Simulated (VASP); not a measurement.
# BaHfO3 (kscan) (Pm-3m) in VASP: further runs

The runs below take BaHfO3 (kscan) through single point, relaxation of cell and atoms, with r2SCAN.

Program: VASP 6.6.1. These are calculated values, not measurements. Logs are shortened: lines on timing, memory, paths and dates and some standing lists are left out, and cuts for length are marked.

### 1 The cell of the first run

It takes space group Pm-3m (No. 221, cubic). Conventional cell: a = 4.170 Å, b = 4.170 Å, c = 4.170 Å, α = 90.00°, β = 90.00°, γ = 90.00°. Within 3.9 Å of Ba (site symmetry m-3m) lie 12 O at 2.95 Å and 8 Hf at 3.61 Å. Within 2.8 Å of Hf (site symmetry m-3m) lie 6 O at 2.08 Å. O (site symmetry 4/mmm) has 2 Hf at 2.08 Å within 2.8 Å.

### 2 Single point, r2SCAN

File POSCAR:

```
BaHfO3
1.0
    4.1698367400      0.0000000000      0.0000000000
    0.0000000000      4.1698367400      0.0000000000
    0.0000000000      0.0000000000      4.1698367400
Ba Hf O
1 1 3
Direct
    0.5000000000      0.5000000000      0.5000000000
    0.0000000000      0.0000000000      0.0000000000
    0.0000000000      0.5000000000      0.0000000000
    0.5000000000      0.0000000000      0.0000000000
    0.0000000000      0.0000000000      0.5000000000
```

File INCAR.step1:

```
SYSTEM = BaHfO3
PREC = Accurate ; ENCUT = 520
ISMEAR = 0 ; SIGMA = 0.1
LREAL = .FALSE. ; LASPH = .TRUE.
NELM = 60 ; NBANDS = 27
GGA = PE ; ALGO = Normal
EDIFF = 1E-4 ; LWAVE = .TRUE.
LCHARG = .FALSE.
```

File INCAR.step2:

```
SYSTEM = BaHfO3
PREC = Accurate ; ENCUT = 520
EDIFF = 1E-6 ; ISMEAR = 0
SIGMA = 0.1 ; LREAL = .FALSE.
LASPH = .TRUE. ; NELM = 60
ALGO = Normal ; ISIF = 2
LWAVE = .FALSE. ; LCHARG = .FALSE.
METAGGA = R2SCAN ; LMIXTAU = .TRUE.
NBANDS = 27 ; ISTART = 1
```

File KPOINTS:

```
regular mesh
0
G
  4 4 4
  0 0 0
```

Potentials or basis: VASP PAW PBE potentials, release 64 (Ba_sv, Hf_pv, O).

Command:

```
cat potpaw_PBE.64/Ba_sv/POTCAR potpaw_PBE.64/Hf_pv/POTCAR potpaw_PBE.64/O/POTCAR > POTCAR
cp INCAR.step1 INCAR
mpirun -np 1 vasp_std > vasp.out
cp INCAR.step2 INCAR
mpirun -np 1 vasp_std > vasp.out
```

OUTCAR:

```text
SYSTEM = BaHfO3
   PREC = Accurate
   ENCUT = 520
   EDIFF = 1E-6
   ISMEAR = 0
   LREAL = .FALSE.
   LASPH = .TRUE.
   NELM = 60
   ISIF = 2
   METAGGA = R2SCAN
   ISTART = 1

 ion  position               nearest neighbor table
   1  0.500  0.500  0.500-   3 2.95   4 2.95   5 2.95   3 2.95   4 2.95   4 2.95   5 2.95   4 2.95
                             3 2.95   5 2.95   3 2.95   5 2.95   2 3.61   2 3.61   2 3.61   2 3.61
   2  0.000  0.000  0.000-   3 2.08   4 2.08   5 2.08   5 2.08   3 2.08   4 2.08   1 3.61   1 3.61
                             1 3.61   1 3.61   1 3.61   1 3.61   1 3.61   1 3.61
   3  0.000  0.500  0.000-   2 2.08   2 2.08   1 2.95   1 2.95   1 2.95   1 2.95
   4  0.500  0.000  0.000-   2 2.08   2 2.08   1 2.95   1 2.95   1 2.95   1 2.95
   5  0.000  0.000  0.500-   2 2.08   2 2.08   1 2.95   1 2.95   1 2.95   1 2.95

  LATTYP: Found a simple cubic cell.
 ALAT       =     4.1698367400

  Lattice vectors:

 A1 = (   4.1698367400,   0.0000000000,   0.0000000000)
 A2 = (   0.0000000000,   4.1698367400,   0.0000000000)
 A3 = (   0.0000000000,   0.0000000000,   4.1698367400)

Analysis of symmetry for initial positions (statically):
=====================================================================
 Subroutine PRICEL returns:
 Original cell was already a primitive cell.

 Routine SETGRP: Setting up the symmetry group for a
 simple cubic supercell.

 Subroutine GETGRP returns: Found 48 space group operations
 (whereof 48 operations were pure point group operations)
 out of a pool of 48 trial point group operations.

The static configuration has the point symmetry O_h .

Analysis of symmetry for dynamics (positions and initial velocities):
=====================================================================
 Subroutine PRICEL returns:
 Original cell was already a primitive cell.

 Routine SETGRP: Setting up the symmetry group for a
 simple cubic supercell.

 Subroutine GETGRP returns: Found 48 space group operations
 (whereof 48 operations were pure point group operations)
 out of a pool of 48 trial point group operations.

The dynamic configuration has the point symmetry O_h .

 Subroutine INISYM returns: Found 48 space group operations
 (whereof 48 operations are pure point group operations),
 and found     1 'primitive' translations

----------------------------------------------------------------------------------------

                                     Primitive cell

  volume of cell :      72.5032

  direct lattice vectors                    reciprocal lattice vectors
     4.169836740  0.000000000  0.000000000     0.239817543  0.000000000  0.000000000
     0.000000000  4.169836740  0.000000000     0.000000000  0.239817543  0.000000000
     0.000000000  0.000000000  4.169836740     0.000000000  0.000000000  0.239817543

  length of vectors
     4.169836740  4.169836740  4.169836740     0.239817543  0.239817543  0.239817543

  position of ions in fractional coordinates (direct lattice)
     0.500000000  0.500000000  0.500000000
     0.000000000  0.000000000  0.000000000
     0.000000000  0.500000000  0.000000000
     0.500000000  0.000000000  0.000000000
     0.000000000  0.000000000  0.500000000

  ion indices of the primitive-cell ions
   primitive index   ion index
                 1           1
                 2           2
                 3           3
                 4           4
                 5           5

----------------------------------------------------------------------------------------

 KPOINTS: regular mesh

Automatic generation of k-mesh.
 Grid dimensions read from file:
 generate k-points for:    4    4    4

 Generating k-lattice:

  Cartesian coordinates                     Fractional coordinates (reciprocal lattice)
     0.059954386  0.000000000  0.000000000     0.250000000  0.000000000  0.000000000
     0.000000000  0.059954386  0.000000000     0.000000000  0.250000000  0.000000000
     0.000000000  0.000000000  0.059954386     0.000000000  0.000000000  0.250000000

  Length of vectors
     0.059954386  0.059954386  0.059954386

  Shift w.r.t. Gamma in fractional coordinates (k-lattice)
     0.000000000  0.000000000  0.000000000

 Subroutine IBZKPT returns following result:
 ===========================================

 Found     10 irreducible k-points:

 Following reciprocal coordinates:
            Coordinates               Weight
  0.000000  0.000000  0.000000      1.000000
  0.250000  0.000000  0.000000      6.000000
  0.500000  0.000000  0.000000      3.000000
  0.250000  0.250000  0.000000     12.000000
  0.500000  0.250000  0.000000     12.000000
  0.500000  0.500000  0.000000      3.000000
  0.250000  0.250000  0.250000      8.000000
  0.500000  0.250000  0.250000     12.000000
  0.500000  0.500000  0.250000      6.000000
  0.500000  0.500000  0.500000      1.000000
   k-points           NKPTS =     10   k-points in BZ     NKDIM =     10   number of bands    NBANDS=     27
   number of dos      NEDOS =    301   number of ions     NIONS =      5
   total plane-waves  NPLWV =  32768
   dimension x,y,z NGX =    32 NGY =   32 NGZ =   32
   dimension x,y,z NGXF=    64 NGYF=   64 NGZF=   64
   ions per type =               1   1   3
   NGX,Y,Z   is equivalent  to a cutoff of  12.76, 12.76, 12.76 a.u.
   NGXF,Y,Z  is equivalent  to a cutoff of  25.52, 25.52, 25.52 a.u.
 SYSTEM =  BaHfO3
   PREC   = accura    normal or accurate (medium, high low for compatibility)
   ISTART =      1    job   : 0-new  1-cont  2-samecut
   ICHARG =      0    charge: 1-file 2-atom 10-const
   ISPIN  =      1    spin polarized calculation?
   LNONCOLLINEAR =      F non collinear calculations
   LSORBIT =      F    spin-orbit coupling
   LASPH  =      T    aspherical Exc in radial PAW
   ENCUT  =  520.0 eV  38.22 Ry    6.18 a.u.   7.75  7.75  7.75*2*pi/ulx,y,z
   NELM   =     60;   NELMIN=  2; NELMDL=  0     # of ELM steps
   EDIFF  = 0.1E-05   stopping-criterion for ELM
   LREAL  =      F    real-space projection
   EDIFFG = 0.1E-04   stopping-criterion for IOM
   NSW    =      0    number of steps for IOM
   IBRION =     -1    ionic relax: 0-MD 1-quasi-New 2-CG
   NFREE  =      0    steps in history (QN), initial steepest desc. (CG)
   ISIF   =      2    stress and relaxation
   ISYM   =      2    0-nonsym 1-usesym 2-fastsym
   POTIM  = 0.5000    time-step for ionic-motion
   TEBEG  =    0.0;   TEEND  =   0.0 temperature during run
   PSTRESS=    0.0 pullay stress
   NELECT =      38.0000    total number of electrons
   NUPDOWN=      -1.0000    fix difference up-down
   EMIN   =  10.00;   EMAX   =-10.00  energy-range for DOS
   EFERMI =   0.00;   METHOD = LEGACY
   ISMEAR =     0;   SIGMA  =   0.10  broadening in eV -4-tet -1-fermi 0-gaus
   EFERMI_NEDOS =   21; number of points for ismear=-14 and -15
   IALGO  =     38    algorithm
   IMIX   =      4    mixing-type and parameters
     AMIX     =   0.40;   BMIX     =  1.00
     AMIX_MAG =   1.60;   BMIX_MAG =  1.00
  volume/ion in A,a.u.               =      14.50        97.86
  Fermi-wavevector in a.u.,A,eV,Ry     =   1.319928  2.494303 23.704213  1.742210
  Thomas-Fermi vector in A             =   2.449791
   LORBIT       =      0    0 simple, 1 ext, 2 COOP (PROOUT), +10 PAW based schemes
   METAGGA = R2SCAN    functional components
   LHFCALC =     F    Hartree Fock is set to
   AEXX    =    0.0000 exact exchange contribution
   IVDW    =     0    specifies the selected vdW correction
   LEPSILON=     F    determine dielectric tensor
   LRPA    =     F    only Hartree local field effects (RPA)
 non-spin polarized calculation
 Gauss-broadening in eV      SIGMA  =   0.10
  energy-cutoff  :      520.00
  volume of cell :       72.50
 maximum number of plane-waves:      1972
 NGX is ok and might be reduce to    32
   NGX = 15   NGY = 15   NGZ = 15

 number of electron      38.0000008 magnetization

 Free energy of the ion-electron system (eV)
  ---------------------------------------------------
  ext. energy  EPLUGINS =         0.00000000
  ---------------------------------------------------
  free energy    TOTEN  =      -108.00009237 eV

  energy without entropy =     -108.00009237  energy(sigma->0) =     -108.00009237

 E-fermi :   2.7011     XC(G=0): -11.4696

 val. band max:        2.1363806040   @ k =   0.5000   0.5000   0.5000
 cond. band min:       6.2529752022   @ k =   0.0000   0.0000   0.0000
 fundamental gap:      4.1165945982
 Fermi energy:         2.7011310387

 k-point     1 :       0.0000    0.0000    0.0000
  band No.  band energies     occupation
      1     -27.5928      2.00000
      2     -27.5928      2.00000
      3     -27.5928      2.00000
      4     -23.7865      2.00000
      5     -15.5152      2.00000
      6     -15.0167      2.00000
[... 19 lines left out ...]
     26      11.1555      0.00000
     27      11.1555      0.00000

 k-point     2 :       0.2500    0.0000    0.0000
  band No.  band energies     occupation
      1     -27.6683      2.00000
      2     -27.5907      2.00000
      3     -27.5907      2.00000
      4     -23.7467      2.00000
      5     -15.5243      2.00000
      6     -15.0054      2.00000
[... 19 lines left out ...]
     26      10.8946      0.00000
     27      11.1566      0.00000

 k-point     3 :       0.5000    0.0000    0.0000
  band No.  band energies     occupation
      1     -27.7415      2.00000
      2     -27.5886      2.00000
      3     -27.5886      2.00000
      4     -23.7070      2.00000
      5     -15.6178      2.00000
      6     -14.9938      2.00000
[... 19 lines left out ...]
     26      11.1443      0.00000
     27      11.4745      0.00000

 k-point     4 :       0.2500    0.2500    0.0000
  band No.  band energies     occupation
      1     -27.6665      2.00000
      2     -27.6630      2.00000
      3     -27.5887      2.00000
      4     -23.7186      2.00000
      5     -15.3851      2.00000
      6     -14.7667      2.00000
[... 19 lines left out ...]
     26      10.9764      0.00000
     27      11.9079      0.00000

 k-point     5 :       0.5000    0.2500    0.0000
  band No.  band energies     occupation
      1     -27.7366      2.00000
      2     -27.6612      2.00000
      3     -27.5867      2.00000
      4     -23.6905      2.00000
      5     -15.3730      2.00000
      6     -14.7603      2.00000
[... 19 lines left out ...]
     26      11.2104      0.00000
     27      11.7102      0.00000

 k-point     6 :       0.5000    0.5000    0.0000
  band No.  band energies     occupation
      1     -27.7317      2.00000
      2     -27.7317      2.00000
      3     -27.5847      2.00000
      4     -23.6738      2.00000
      5     -15.2298      2.00000
      6     -14.3835      2.00000
[... 19 lines left out ...]
     26      12.2910      0.00000
     27      12.2910      0.00000

 k-point     7 :       0.2500    0.2500    0.2500
  band No.  band energies     occupation
      1     -27.6641      2.00000
      2     -27.6607      2.00000
      3     -27.6607      2.00000
      4     -23.6956      2.00000
      5     -15.0748      2.00000
      6     -14.6802      2.00000
[... 19 lines left out ...]
     26      11.4102      0.00000
     27      11.4102      0.00000

 k-point     8 :       0.5000    0.2500    0.2500
  band No.  band energies     occupation
      1     -27.7328      2.00000
      2     -27.6594      2.00000
      3     -27.6583      2.00000
      4     -23.6725      2.00000
      5     -14.9939      2.00000
      6     -14.6505      2.00000
[... 19 lines left out ...]
     26      10.7043      0.00000
     27      11.7080      0.00000

 k-point     9 :       0.5000    0.5000    0.2500
  band No.  band energies     occupation
      1     -27.7291      2.00000
      2     -27.7291      2.00000
      3     -27.6566      2.00000
      4     -23.6542      2.00000
      5     -14.7781      2.00000
      6     -14.3327      2.00000
[... 19 lines left out ...]
     26      11.1119      0.00000
     27      12.2765      0.00000

 k-point    10 :       0.5000    0.5000    0.5000
  band No.  band energies     occupation
      1     -27.7264      2.00000
      2     -27.7264      2.00000
      3     -27.7264      2.00000
      4     -23.6344      2.00000
      5     -14.2791      2.00000
      6     -14.2791      2.00000
[... 19 lines left out ...]
     26      12.0165      0.00000
     27      12.0165      0.00000

------------------------ aborting loop because EDIFF is reached ----------------------------------------

  FORCE on cell =-STRESS in cart. coord.  units (eV):
  Direction    XX          YY          ZZ          XY          YZ          ZX
  --------------------------------------------------------------------------------------
  -------------------------------------------------------------------------------------
  Total        0.0871546      0.0871546      0.0871546      0.0000000      0.0000000     -0.0000000
  in kB        1.9259446      1.9259446      1.9259446      0.0000000      0.0000000     -0.0000000
  external PRESSURE =       1.9259446 kB  Pullay stress =       0.0000000 kB

 VOLUME and BASIS-vectors are now :
 -----------------------------------------------------------------------------
  energy-cutoff  :      520.00
  volume of cell :       72.50
      direct lattice vectors                 reciprocal lattice vectors
     4.169836740  0.000000000  0.000000000     0.239817543  0.000000000  0.000000000
     0.000000000  4.169836740  0.000000000     0.000000000  0.239817543  0.000000000
     0.000000000  0.000000000  4.169836740     0.000000000  0.000000000  0.239817543

 POSITION                                       TOTAL-FORCE (eV/Angst)
 -----------------------------------------------------------------------------------
      2.08492      2.08492      2.08492         0.000000      0.000000      0.000000
      0.00000      0.00000      0.00000         0.000000      0.000000      0.000000
      0.00000      2.08492      0.00000         0.000000      0.000000      0.000000
      2.08492      0.00000      0.00000         0.000000      0.000000      0.000000
      0.00000      0.00000      2.08492         0.000000      0.000000      0.000000
 -----------------------------------------------------------------------------------
    total drift:                                0.000000      0.000000     -0.000000

  FREE ENERGIE OF THE ION-ELECTRON SYSTEM (eV)
  ---------------------------------------------------
  free  energy   TOTEN  =      -108.0000923730 eV

  energy  without entropy=     -108.0000923730  energy(sigma->0) =     -108.00009237
```

Run time: 35 s. Hardware: 1 thread of Intel Xeon 6975P-C (Granite Rapids), shared host; peak memory 0.2 GiB.

What came out:

```yaml
Free_energy: -108.0001 eV
Pressure: 0.2 GPa
Band_gap_on_the_k_mesh: 4.12 eV, indirect (least direct gap 4.35 eV)
```

Caveat: the PAW data sets were made with another functional, which shifts forces and pressure a little; spin-orbit coupling is left out, which moves the levels of the heavy elements.

(Part 1 of 2 ends here.)
